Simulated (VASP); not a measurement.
## AlRu: single point with PBEsol

Crystal: AlRu.

```
Al Ru
1.0
     2.97641    0.00000    0.00000
     0.00000    2.84247    0.00000
     0.00000    0.00000    2.97641
Al Ru
1 1
Direct
  0.00000 0.00000 0.00000
  0.50000 0.50000 0.50000
```

This cell differs from its parent crystal: strain -0.0450 x Voigt [0, 1, 0, 0, 0, 0].

| Quantity | Value |
| --- | --- |
| Program | VASP 6.6.1 |
| Task | single point |
| Functional | PBEsol |
| Potentials or basis | VASP PAW PBE potentials, release 64 (Al, Ru_pv) |
| Cutoff | 520 eV |
| k mesh | 20 × 20 × 20 |
| Occupations | gaussian, width 0.15 eV |
| Spin | no spin polarisation |

```json
{"Pressure": "11.6 GPa", "Band gap on the k mesh": "zero (an odd number of electrons rules out a gap without spin polarisation)"}
```

Stress tensor (GPa, compression positive):
```
 8.33  0.00  0.00
 0.00 18.16  0.00
 0.00  0.00  8.33
```

Levels at points of the mesh, in eV from the Fermi level:
```
           k point  band 7  band 8  band 9  band 10  band 11  band 12
(0.00, 0.00, 0.00)   -0.02    0.32    0.32     5.88     5.88     7.37
(0.50, 0.00, 0.00)   -1.93   -1.35    0.57     2.22     7.38    10.90
(0.00, 0.50, 0.00)   -1.97   -1.97    0.35     3.08     7.36    10.90
(0.50, 0.50, 0.00)   -1.49   -1.36   -1.15     1.75     5.96     7.00
(0.50, 0.00, 0.50)   -1.60   -0.98   -0.98     1.46     5.22     6.67
(0.50, 0.50, 0.50)    1.60    1.96    2.98     4.14     4.14     4.47
```

It took 3.2 min on 1 thread of Intel(R) Xeon(R) Platinum 8259CL CPU @ 2.50GHz (Skylake/Cascade Lake) (shared host), peak memory 0.39 GiB.

Caveat: the cell differs from its parent crystal (strain -0.0450 x Voigt [0, 1, 0, 0, 0, 0]); the stress differs along the axes, from 8 to 18 GPa; the PAW data sets were made with another functional, which shifts forces and pressure a little.
